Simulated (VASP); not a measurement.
# Ga (I4_1/amd) in VASP: further runs, part 2 of 2

VASP 6.6.1. Earlier steps stand in the parts before.

### 3 Relaxation of cell and atoms, LDA, target pressure 29 GPa, at which the enthalpy is minimised

This run uses another cell than the first one, of 13.91 Å³/atom.

The input, INCAR:

```
SYSTEM = Ga
PREC = Accurate
ENCUT = 600
EDIFF = 1E-6
ISMEAR = -1
SIGMA = 0.08
LREAL = .False.
LASPH = .True.
NELM = 80
ALGO = Normal
ISIF = 3
LWAVE = .False.
LCHARG = .False.
IBRION = 2
NSW = 32
EDIFFG = -0.005
PSTRESS = 290.0
```

The input, KPOINTS:

```
Automatic mesh
0
Gamma
  16 16 16
  0 0 0
```

The input, POSCAR:

```
Ga
1.0
   -2.3669721805      2.3669721805      1.2414021506
    2.3669721805     -2.3669721805      1.2414021506
    2.3669721805      2.3669721805     -1.2414021506
Ga
2
Direct
   -0.3750000000     -0.1250000000     -0.2500000000
    0.3750000000      0.1250000000      0.2500000000
```

Potentials or basis: VASP PAW LDA potentials, release 64 (Ga_d).

Run with:

```console
$ cat potpaw_LDA.64/Ga_d/POTCAR > POTCAR
$ mpirun -np 1 vasp_std > vasp.out
```

OUTCAR:

```text
SYSTEM = Ga
   PREC = Accurate
   ENCUT = 600
   EDIFF = 1E-6
   ISMEAR = -1
   LREAL = .False.
   LASPH = .True.
   NELM = 80
   ISIF = 3
   IBRION = 2
   NSW = 32
   EDIFFG = -0.005
   PSTRESS = 290.0

 ion  position               nearest neighbor table
   1  0.625  0.875  0.750-   2 2.45   2 2.45   2 2.45   2 2.45
   2  0.375  0.125  0.250-   1 2.45   1 2.45   1 2.45   1 2.45

  LATTYP: Found a body centered tetragonal cell.
 ALAT       =     4.7339443610
 C/A-ratio  =     0.5244684162

  Lattice vectors:

 A1 = (  -2.3669721805,   2.3669721805,   1.2414021506)
 A2 = (   2.3669721805,  -2.3669721805,   1.2414021506)
 A3 = (   2.3669721805,   2.3669721805,  -1.2414021506)

Analysis of symmetry for initial positions (statically):
=====================================================================
 Subroutine PRICEL returns:
 Original cell was already a primitive cell.

 Routine SETGRP: Setting up the symmetry group for a
 body centered tetragonal supercell.

 Subroutine GETGRP returns: Found 16 space group operations
 (whereof  4 operations were pure point group operations)
 out of a pool of 16 trial point group operations.

The static configuration has the point symmetry C_2h.
 The point group associated with its full space group is D_4h.

Analysis of symmetry for dynamics (positions and initial velocities):
=====================================================================
 Subroutine PRICEL returns:
 Original cell was already a primitive cell.

 Routine SETGRP: Setting up the symmetry group for a
 body centered tetragonal supercell.

 Subroutine GETGRP returns: Found 16 space group operations
 (whereof  4 operations were pure point group operations)
 out of a pool of 16 trial point group operations.

The dynamic configuration has the point symmetry C_2h.
 The point group associated with its full space group is D_4h.

[... 123 lines left out ...]
   GGA     = CA    functional components
   LHFCALC =     F    Hartree Fock is set to
   AEXX    =    0.0000 exact exchange contribution
   IVDW    =     0    specifies the selected vdW correction
   LEPSILON=     F    determine dielectric tensor
   LRPA    =     F    only Hartree local field effects (RPA)
 conjugate gradient relaxation of ions
 non-spin polarized calculation
  energy-cutoff  :      600.00
  volume of cell :       27.82
 maximum number of plane-waves:       944
 NGX is ok and might be reduce to    30
   NGX = 15   NGY = 15   NGZ = 15

--------------------------------------- Ionic step        1  -------------------------------------------

 number of electron      26.0000001 magnetization

 Free energy of the ion-electron system (eV)
  ---------------------------------------------------
  ext. energy  EPLUGINS =         0.00000000
  ---------------------------------------------------
  free energy    TOTEN  =        -6.52330134 eV

  energy without entropy =       -6.50909182  energy(sigma->0) =       -6.51619658

------------------------ aborting loop because EDIFF is reached ----------------------------------------

  FORCE on cell =-STRESS in cart. coord.  units (eV):
  Direction    XX          YY          ZZ          XY          YZ          ZX
  --------------------------------------------------------------------------------------
  -------------------------------------------------------------------------------------
  Total        5.0979856      5.0979856      5.0940959     -0.0000000      0.0000000      0.0000000
  in kB      293.5961733    293.5961733    293.3721637     -0.0000000      0.0000000      0.0000000
  external PRESSURE =       3.5215034 kB  Pullay stress =     290.0000000 kB
[... 63 lines left out ...]
--------------------------------------- Ionic step        3  -------------------------------------------

 number of electron      26.0000002 magnetization

 Free energy of the ion-electron system (eV)
  ---------------------------------------------------
  ext. energy  EPLUGINS =         0.00000000
  ---------------------------------------------------
  free energy    TOTEN  =        -6.53853232 eV

  energy without entropy =       -6.52430403  energy(sigma->0) =       -6.53141817

 E-fermi :   8.3139     XC(G=0): -12.9079

 val. band max:        8.2942640530   @ k =   0.1875   0.1875   0.1875
 cond. band min:       8.3291854714   @ k =  -0.1250   0.4375   0.1250
 fundamental gap:      0.0349214184
 Fermi energy:         8.3138983604

 k-point     1 :       0.0000    0.0000    0.0000
  band No.  band energies     occupation
      1      -7.5360      2.00000
      2      -7.4336      2.00000
      3      -7.3831      2.00000
      4      -7.3767      2.00000
      5      -6.7468      2.00000
      6      -6.7468      2.00000
[... 457 lines left out ...]
      4      -7.3791      2.00000
      5      -6.7500      2.00000
      6      -6.7444      2.00000
[... 9 lines left out ...]
     16      19.8246      0.00000
     17      20.1530      0.00000

 [... further k-points ...]

------------------------ aborting loop because EDIFF is reached ----------------------------------------

  FORCE on cell =-STRESS in cart. coord.  units (eV):
  Direction    XX          YY          ZZ          XY          YZ          ZX
  --------------------------------------------------------------------------------------
  -------------------------------------------------------------------------------------
  Total        5.0462457      5.0462457      5.0465567      0.0000000      0.0000000      0.0000000
  in kB      289.7470456    289.7470456    289.7648998      0.0000000      0.0000000      0.0000000
  external PRESSURE =      -0.2470030 kB  Pullay stress =     290.0000000 kB
[... 21 lines left out ...]
  energy  without entropy=       -6.5243040306  energy(sigma->0) =       -6.53141817

  enthalpy is  TOTEN    =        -1.4878811248 eV   P V=        5.0506511914

 reached required accuracy - stopping structural energy minimisation
```

OSZICAR:

```text
N       E                     dE             d eps       ncg     rms          rms(c)
DAV:   1     0.111230471286E+03    0.11123E+03   -0.15000E+04 12658   0.342E+03
[... 16 lines left out ...]
   2 F= -.14878339E+01 E0= -.14807152E+01  d E =-.743918E-04
       N       E                     dE             d eps       ncg     rms          rms(c)
DAV:   1    -0.653913458472E+01    0.65554E-02   -0.73572E-03 12125   0.172E+00    0.143E-01
DAV:   2    -0.653865714254E+01    0.47744E-03   -0.84407E-04 15250   0.638E-01    0.629E-02
DAV:   3    -0.653854655256E+01    0.11059E-03   -0.10475E-04 14518   0.212E-01    0.143E-02
DAV:   4    -0.653853229323E+01    0.14259E-04   -0.14115E-05 14235   0.659E-02    0.441E-04
DAV:   5    -0.653853231621E+01   -0.22981E-07   -0.16962E-07  7747   0.549E-03
   3 F= -.14878811E+01 E0= -.14807670E+01  d E =-.121609E-03
```

CONTCAR:

```text
Ga
   1.00000000000000
    -2.3693873676751922    2.3693873676751922    1.2425899365273061
     2.3693873676751922   -2.3693873676751922    1.2425899365273061
     2.3693873676751922    2.3693873676751922   -1.2425899365273061
  Ga
     2
Direct
     0.6250000000000000    0.8750000000000000    0.7500000000000000
     0.3750000000000000    0.1250000000000000    0.2500000000000000

  0.00000000E+00  0.00000000E+00  0.00000000E+00
  0.00000000E+00  0.00000000E+00  0.00000000E+00
```

It took 11 min on 1 thread of AMD EPYC 7R43 (Zen 3), shared host; peak memory 0.25 GiB.

What came out:

| Property | Result |
| --- | --- |
| Free energy | -6.5385 eV |
| Relaxed volume | 13.95 Å³/atom |
| Relaxed cell | a = 3.574 Å, b = 3.574 Å, c = 3.574 Å, α = 96.94°, β = 96.94°, γ = 139.31° |
| Space group after relaxing (to 0.1 Å) | I4_1/amd (No. 141) |
| Energy change on relaxing (the run minimises the enthalpy) | -7.6 meV/atom |
| Ionic steps | 3 |
| Pressure after relaxing | 29.0 GPa |
| Band gap on the k mesh | zero (bands 13 and 14 overlap by 9.41 eV) |

The path:
```tsv
step	energy change (eV)	largest force (eV/Å)	pressure (GPa)	volume (Å³)
1	0.0000	0.0000	29.35	27.82
2	-0.0224	0.0000	28.56	27.94
3	-0.0152	0.0000	28.98	27.90
```

Final structure:
```yaml
crystal:
  lattice:
    - [-2.36939, 2.36939, 1.24259]
    - [2.36939, -2.36939, 1.24259]
    - [2.36939, 2.36939, -1.24259]
  atoms:
    - { symbol: Ga, position: [0.62500, 0.87500, 0.75000] }
    - { symbol: Ga, position: [0.37500, 0.12500, 0.25000] }
```

Caveat: the cell is relaxed towards a set pressure, so the run minimises the enthalpy, not the energy.

The gap in the log of VASP goes by the Fermi energy; the results here count the filled bands.